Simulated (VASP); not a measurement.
A run of VASP 6.6.1:

INCAR

```
ALGO = Normal
EDIFF = 1E-6
ENCUT = 520
ISIF = 2
ISMEAR = 0
LASPH = T
LCHARG = F
LREAL = F
LWAVE = F
NBANDS = 19
NELM = 100
PREC = Accurate
SIGMA = 0.3
```

KPOINTS

```
k-points
0
Gamma
  14 14 7
```

File POSCAR:

```
Zn
1.0
    2.5709734941      0.0000000000      0.0000000000
   -1.2854867470      2.2265283583      0.0000000000
    0.0000000000      0.0000000000      4.7361908757
Zn
2
Direct
    0.3333333333      0.6666666667      0.2500000000
    0.6666666667      0.3333333333      0.7500000000
```

Potentials or basis: VASP PAW LDA potentials, release 64 (Zn).

Run with:

```sh
$ cat potpaw_LDA.64/Zn/POTCAR > POTCAR
$ mpirun -np 1 vasp_std > vasp.out
```

Hardware: 1 thread of Intel(R) Xeon(R) 6975P-C (Granite Rapids), on a shared host.

Problem. How long does it take, and how much memory?

Solution. Run time: 14 s on 1 thread of Intel(R) Xeon(R) 6975P-C (Granite Rapids), on a shared host, peak memory 0.15 GiB. Counts: scf iterations 11, k points 96.
